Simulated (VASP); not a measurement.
Set up this calculation in VASP 6.6.1, as the native input.

```yaml
Task: single point
Functional: PBE-based screened hybrid
Potentials_or_basis: VASP PAW PBE potentials, release 64 (K_sv, F)
Cutoff: 520 eV
k_mesh: 4 × 4 × 4
Occupations: gaussian, width 0.01 eV
Spin: no spin polarisation
Dipole_correction: no
Grid_for_exact_exchange_PRECFOCK: Normal
Share_of_exact_exchange: 0.4
Further_INCAR_settings: ALGO = Normal; EDIFF = 1e-06; NBANDS = 15
Screening_parameter: 0.3 1/Å
```

The system is KF.

```xyz
2
Lattice="0.0000 2.6590 2.6590 2.6590 0.0000 2.6590 2.6590 2.6590 0.0000" Properties=species:S:1:pos:R:3 pbc="T T T"
K     0.0000    0.0000    0.0000
F     2.6590    2.6590    2.6590
```

The input as run:

POSCAR

```
KF
1.0
    0.0000000000      2.6589605792      2.6589605792
    2.6589605792      0.0000000000      2.6589605792
    2.6589605792      2.6589605792      0.0000000000
K F
1 1
Direct
    0.0000000000      0.0000000000      0.0000000000
    0.5000000000      0.5000000000      0.5000000000
```

INCAR.step1

```
SYSTEM = KF
ALGO = Normal
EDIFF = 1E-5
ENCUT = 520
GGA = PE
GGA_COMPAT = .FALSE.
ISIF = 2
ISMEAR = 0
LASPH = .TRUE.
LCHARG = .FALSE.
LREAL = .FALSE.
LWAVE = .TRUE.
NBANDS = 15
NELM = 120
PREC = Accurate
SIGMA = 0.01
```

INCAR.step2

```
SYSTEM = KF
AEXX = 0.4
ALGO = Normal
EDIFF = 1E-6
ENCUT = 520
GGA = PE
GGA_COMPAT = .FALSE.
HFSCREEN = 0.3
ISIF = 2
ISMEAR = 0
ISTART = 1
LASPH = .TRUE.
LCHARG = .FALSE.
LHFCALC = .TRUE.
LREAL = .FALSE.
LWAVE = .FALSE.
NBANDS = 15
NELM = 120
PREC = Accurate
PRECFOCK = Normal
SIGMA = 0.01
```

KPOINTS

```
k-points
0
G
  4 4 4
  0 0 0
```

Potentials or basis: VASP PAW PBE potentials, release 64 (K_sv, F).

Command:

```sh
$ cat potpaw_PBE.64/K_sv/POTCAR potpaw_PBE.64/F/POTCAR > POTCAR
$ cp INCAR.step1 INCAR
$ mpirun -np 1 vasp_std > vasp.out
$ cp INCAR.step2 INCAR
$ mpirun -np 1 vasp_std > vasp.out
```

It gave:

The pressure is 0.6 GPa. The band gap on the k mesh is 9.04 eV, direct.

Caveat: the k points lie up to 0.51 Å⁻¹ apart; the PAW data sets were made with another functional, which shifts forces and pressure a little.

Run time: 2.4 min on 1 thread of Intel(R) Xeon(R) 6975P-C (Granite Rapids), with other jobs on the host, peak memory 0.27 GiB.
